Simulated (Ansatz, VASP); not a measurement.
Two plane-wave programs on CsBr

```xyz
2
Lattice="4.3624 0.0000 0.0000 0.0000 4.3624 0.0000 0.0000 0.0000 4.3624" Properties=species:S:1:pos:R:3 pbc="T T T"
Cs    0.0000    0.0000    0.0000
Br    2.1812    2.1812    2.1812
```

Alike in both runs: task single point; functional r2SCAN; k mesh 6 × 6 × 6; no spin polarisation.

|  | VASP | Ansatz |
| --- | --- | --- |
| version | VASP 6.6.1 | Ansatz 0.2.0 |
| potentials or method | VASP PAW PBE potentials, release 64 (Cs_sv, Br) | plane waves, PAW |
| plane-wave cutoff (eV) | 550 | 500 |
| occupations | gaussian, width 0.01 eV | fixed |
| valence electrons in the cell | 16 | 16 |

|  | VASP | Ansatz | Ansatz less VASP |
| --- | --- | --- | --- |
| gap on the k mesh at the Fermi level (eV) | 5.06 | 5.07 | +0.015 |
| pressure (GPa) | -0.3 | -0.4 | -0.04 |

VASP's potentials were made for PBE, not for r2SCAN.

Spin-orbit coupling is off throughout.
